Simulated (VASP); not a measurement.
Set up this calculation in VASP 6.6.1, as the native input.

| Property | Result |
| --- | --- |
| Task | relaxation of cell and atoms |
| Functional | PBE |
| Potentials or basis | VASP PAW PBE potentials, release 64 (Cs_sv, Ge_d) |
| Cutoff | 600 eV |
| k mesh | 10 × 10 × 10 |
| Occupations | gaussian, width 0.1 eV |
| Spin | no spin polarisation |
| Dipole correction | no |
| Further INCAR settings | ALGO = Normal; EDIFF = 1e-07; IBRION = 2; EDIFFG = -0.01; NSW = 100; ISIF = 3 |

The structure of CsGe3 lies in POSCAR:

```
CsGe3
1.0
    4.6648374900      0.0000000000      0.0000000000
    0.0000000000      4.6648374900      0.0000000000
    0.0000000000      0.0000000000      4.6648374900
Cs Ge
1 3
Direct
    0.0000000000      0.0000000000      0.0000000000
    0.0000000000      0.5000000000      0.5000000000
    0.5000000000      0.5000000000      0.0000000000
    0.5000000000      0.0000000000      0.5000000000
```

The cell was generated, and may not be a known phase.

The input as run:

INCAR

```
SYSTEM = CsGe3
PREC = Accurate
ENCUT = 600
EDIFF = 1E-7
ISMEAR = 0
SIGMA = 0.1
LREAL = .False.
LASPH = .True.
NELM = 60
ALGO = Normal
ISIF = 3
LWAVE = .False.
LCHARG = .False.
GGA = PE
IBRION = 2
NSW = 100
EDIFFG = -0.01
```

KPOINTS

```
Automatic mesh
0
Gamma
  10 10 10
  0 0 0
```

Potentials or basis: VASP PAW PBE potentials, release 64 (Cs_sv, Ge_d).

The run is started by

```bash
$ cat potpaw_PBE.64/Cs_sv/POTCAR potpaw_PBE.64/Ge_d/POTCAR > POTCAR
$ mpirun -np 1 vasp_std > vasp.out
```

It gave:

The relaxed volume is 27.56 Å³/atom and the relaxed cell is a = 4.795 Å, b = 4.795 Å, c = 4.795 Å, α = 90.00°, β = 90.00°, γ = 90.00°. The space group after relaxing (to 0.1 Å) is Pm-3m (No. 221) and the energy gained by relaxing is 19.0 meV/atom. The ionic steps are 3 and the pressure after relaxing is 0.0 GPa. The band gap on the k mesh is zero (an odd number of electrons rules out a gap without spin polarisation).

Caveat: spin-orbit coupling is left out, which moves the levels of the heavy elements.

It took 13 min on 1 thread of AMD EPYC 7R13 (shared host), peak memory 0.34 GiB.
